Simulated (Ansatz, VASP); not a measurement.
AlN in VASP and in Ansatz

```
Al N
1.0
     0.00000    2.22683    2.22683
     2.22683    0.00000    2.22683
     2.22683    2.22683    0.00000
Al N
1 1
Direct
  0.00000 0.00000 0.00000
  0.25000 0.25000 0.25000
```

Alike in both runs: task single point; functional r2SCAN; dispersion D3(BJ); k mesh 10 × 10 × 10; occupations fermi-dirac, width 0.05 eV; no spin polarisation.

```csv
,VASP,Ansatz
version,VASP 6.6.1,Ansatz 0.2.0
potentials or method,"VASP PAW PBE potentials, release 64 (Al, N)",Ansatz PAW
plane-wave cutoff (eV),520,500
valence electrons in the cell,8,8
```

VASP gave:

* gap on the k mesh at the Fermi level (eV): 3.89
* least direct gap on the mesh (eV): 4.36
* pressure (GPa): -12.9

Which values does Ansatz return?

gap on the k mesh at the Fermi level (eV): 3.89; least direct gap on the mesh (eV): 4.32; pressure (GPa): -12.5.

VASP's potentials were made for PBE, not for r2SCAN.
